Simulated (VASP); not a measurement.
Nb:

```
Nb
1.0
     0.00000    2.11500    2.11500
     2.11500    0.00000    2.11500
     2.11500    2.11500    0.00000
Nb
1
Direct
  0.00000 0.00000 0.00000
```

Base run:

```yaml
Program: VASP 6.6.1
Functional: PBE
Potentials_or_basis: VASP PAW PBE potentials, release 64 (Nb_sv)
Cutoff: 520 eV
k_mesh: 11 × 11 × 11
Occupations: fermi-dirac, width 0.05 eV
Spin: no spin polarisation
```

Its results: pressure -2.1 GPa.

Task: After a change of settings the same cell gave: pressure -0.2 GPa. Which change was it?
A. functional from PBE to r2SCAN
B. functional from PBE to revPBE
C. occupations from fermi-dirac, width 0.05 eV to gaussian, width 0.024 eV
D. occupations from fermi-dirac, width 0.05 eV to gaussian, width 0.05 eV; further incar settings from ALGO = Normal; EDIFF = 1e-06; NBANDS = 12 to ALGO = Normal; EDIFF = 1e-07; NBANDS = 12

Result: B.

revPBE binds less tightly than PBE, so the same cell stands under more pressure.

Caveats: the PAW data sets were made with another functional, which shifts forces and pressure a little (some runs).
